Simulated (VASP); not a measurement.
Here is a VASP 6.6.1 calculation.

POSCAR

```
CuAu3
1.0
    4.0911873758      0.0000000000      0.0000000000
    0.0000000000      4.0911873758      0.0000000000
    0.0000000000      0.0000000000      3.9628363993
Cu Au
1 3
Direct
    0.0000000000      0.0000000000      0.0000000000
    0.0000000000      0.5000000000      0.5000000000
    0.5000000000      0.0000000000      0.5000000000
    0.5000000000      0.5000000000      0.0000000000
```

INCAR.step1

```
SYSTEM = CuAu3
  PREC = Accurate
  ENCUT = 520
  ISMEAR = 0
  SIGMA = 0.1
  LREAL = .FALSE.
  LASPH = .TRUE.
  NELM = 80
  NBANDS = 30
  GGA = PE
  ALGO = Normal
  EDIFF = 1E-4
  LWAVE = .TRUE.
  LCHARG = .FALSE.
```

INCAR.step2

```
SYSTEM = CuAu3
  PREC = Accurate
  ENCUT = 520
  EDIFF = 1E-6
  ISMEAR = 0
  SIGMA = 0.1
  LREAL = .FALSE.
  LASPH = .TRUE.
  NELM = 80
  ALGO = Normal
  ISIF = 2
  LWAVE = .FALSE.
  LCHARG = .TRUE.
  METAGGA = R2SCAN
  LMIXTAU = .TRUE.
  LELF = .TRUE.
  LVHAR = .TRUE.
  NBANDS = 30
  ISTART = 1
```

KPOINTS

```
Automatic mesh
0
G
  14 14 14
  0 0 0
```

Potentials or basis: VASP PAW PBE potentials, release 64 (Cu, Au).

Command:

```sh
$ cat potpaw_PBE.64/Cu/POTCAR potpaw_PBE.64/Au/POTCAR > POTCAR
$ cp INCAR.step1 INCAR
$ mpirun -np 1 vasp_std > vasp.out
$ cp INCAR.step2 INCAR
$ mpirun -np 1 vasp_std > vasp.out
```

(1) Predict the band gap on the k mesh.

(2) What does it give for the pressure?

Results:

(1) zero (bands 22 and 23 overlap by 1.92 eV).

(2) -3.8 GPa.

Caveat: the cell differs from its parent crystal (biaxial strain in the a-b plane: +2.0 %); the cell stands under tension; the PAW data sets were made with another functional, which shifts forces and pressure a little; spin-orbit coupling is left out, which moves the levels of the heavy elements.
